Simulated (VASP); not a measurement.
Wanted: the native input for a VASP 6.6.1 run.

```
Task                   : single point
Functional             : PBE
Potentials or basis    : VASP PAW PBE potentials, release 64 (C)
Cutoff                 : 520 eV
k mesh                 : 18 × 18 × 6
Occupations            : gaussian, width 0.1 eV
Spin                   : no spin polarisation
Dipole correction      : no
Further INCAR settings : ALGO = Normal; EDIFF = 1e-06; NBANDS = 16
```

The structure of C lies in POSCAR:

```
C
1.0
    2.4665327885      0.0000000000      0.0000000000
   -1.2332663943      2.1360800541      0.0000000000
    0.0000000000      0.0000000000      8.4654495156
C
4
Direct
    0.0000000000      0.0000000000      0.2500000000
    0.0000000000      0.0000000000      0.7500000000
    0.3333333333      0.6666666667      0.2500000000
    0.6666666667      0.3333333333      0.7500000000
```

The input as run:

INCAR

```
PREC = Accurate
ENCUT = 520
EDIFF = 1E-6
ISMEAR = 0
SIGMA = 0.1
LREAL = False
LASPH = True
NELM = 80
ALGO = Normal
ISIF = 2
LWAVE = False
LCHARG = False
GGA = PE
NBANDS = 16
```

KPOINTS

```
Automatic mesh
0
Gamma
  18 18 6
```

Potentials or basis: VASP PAW PBE potentials, release 64 (C).

Launch:

```bash
$ cat potpaw_PBE.64/C/POTCAR > POTCAR
$ mpirun -np 1 vasp_std > vasp.out
```

Results of the run:

```yaml
Pressure: 0.4 GPa
Band_gap_on_the_k_mesh: zero (filled and empty bands touch)
```

Caveat: this functional lacks dispersion, which binds the layers, so the pressure and a relaxed spacing across them are unreliable.

Run time: 49 s on 1 thread of Intel(R) Xeon(R) Platinum 8375C CPU @ 2.90GHz (Ice Lake) (shared host), peak memory 0.2 GiB.
